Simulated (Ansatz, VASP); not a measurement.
**ScSi2: VASP beside Ansatz**

```
CELL_PARAMETERS angstrom
3.67216 0.00000 0.00000
-1.83608 3.18018 0.00000
0.00000 0.00000 3.88286
ATOMIC_POSITIONS crystal
Sc 0.00000 0.00000 0.00000
Si 0.33333 0.66667 0.50000
Si 0.66667 0.33333 0.50000
```

Change from the starting cell: volume scaled by 1.01.

Alike in both runs: task single point; functional PBEsol; k mesh 13 × 13 × 11; occupations fermi-dirac, width 0.05 eV; no spin polarisation.

```csv
,VASP,Ansatz
version,VASP 6.6.1,Ansatz 0.2.0
potentials or method,"VASP PAW PBE potentials, release 64 (Sc_sv, Si), cutoff 520 eV","all-electron LAPW, scalar-relativistic"
```

|  | VASP | Ansatz | Ansatz less VASP |
| --- | --- | --- | --- |
| pressure (GPa) | 20.2 | 19.8 | -0.41 |
| traceless stress, the component that is largest in VASP (GPa) | -23.63 | -23.49 | +0.135 |

VASP's potentials were made for PBE, not for PBEsol. Ansatz ran all-electron here, and VASP with PAW potentials.
